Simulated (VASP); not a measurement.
Wanted: the native input for a VASP 6.6.1 run.

- Task: single point
- Functional: LDA
- Potentials or basis: VASP PAW LDA potentials, release 64 (Re)
- Cutoff: 600 eV
- k mesh: 13 × 13 × 7
- Occupations: fermi-dirac, width 0.1 eV
- Spin: no spin polarisation
- Dipole correction: no
- Further INCAR settings: ALGO = Normal; EDIFF = 1e-06; NBANDS = 14

The structure of Re lies in POSCAR:

```
Re
1.0
    2.7391880258      0.0000000000      0.0000000000
   -1.3695940129      2.3722064161      0.0000000000
    0.0000000000      0.0000000000      4.4118668232
Re
2
Direct
    0.3333333333      0.6666666667      0.2500000000
    0.6666666667      0.3333333333      0.7500000000
```

One way to write it, as run:

INCAR

```
SYSTEM = Re
PREC = Accurate ; ENCUT = 600
EDIFF = 1E-6 ; ISMEAR = -1
SIGMA = 0.1 ; LREAL = .False.
LASPH = .True. ; NELM = 120
ALGO = Normal ; ISIF = 2
LWAVE = .False. ; LCHARG = .False.
GGA = CA ; NBANDS = 14
GGA_COMPAT = .False.
```

KPOINTS

```
regular mesh
0
Gamma
  13 13 7
  0 0 0
```

Potentials or basis: VASP PAW LDA potentials, release 64 (Re).

The run is started by

```bash
$ cat potpaw_LDA.64/Re/POTCAR > POTCAR
$ mpirun -np 1 vasp_std > vasp.out
```

Results of the run:

The pressure is 1.7 GPa and the band gap on the k mesh is zero (band 7 reaches 9.55 eV, above the bottom of band 8 at 6.50 eV).

Caveat: spin-orbit coupling is left out, which moves the levels of the heavy elements.

Run time: 25 s on 1 thread of Intel Xeon 6975P-C, with other jobs on the host, peak memory 0.16 GiB.
